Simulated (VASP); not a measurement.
Here is a VASP 6.6.1 calculation.

File INCAR:

```
PREC = Accurate
ENCUT = 520
EDIFF = 1E-6
ISMEAR = 0
SIGMA = 0.15
LREAL = F
LASPH = T
NELM = 100
ALGO = Normal
ISIF = 2
LWAVE = F
LCHARG = T
GGA = CA
LELF = T
LVHAR = T
NBANDS = 8
```

KPOINTS

```
regular mesh
0
Gamma
  22 22 22
```

File POSCAR:

```
Si
1.0
   -1.4967617356      1.4967617356      1.3731430440
    1.4967617356     -1.4967617356      1.3731430440
    1.4967617356      1.4967617356     -1.3731430440
Si
1
Direct
    0.0000000000      0.0000000000      0.0000000000
```

Potentials or basis: VASP PAW LDA potentials, release 64 (Si).

Launch:

```console
$ cat potpaw_LDA.64/Si/POTCAR > POTCAR
$ mpirun -np 1 vasp_std > vasp.out
```

(1) Predict the band gap on the k mesh.

(2) What does it give for the pressure?

Results:

(1) zero (band 2 reaches 24.15 eV, above the bottom of band 3 at 8.01 eV).

(2) 17.9 GPa.

Caveat: the cell differs from its parent crystal (strain -0.080 along x and y, +0.040 along z).
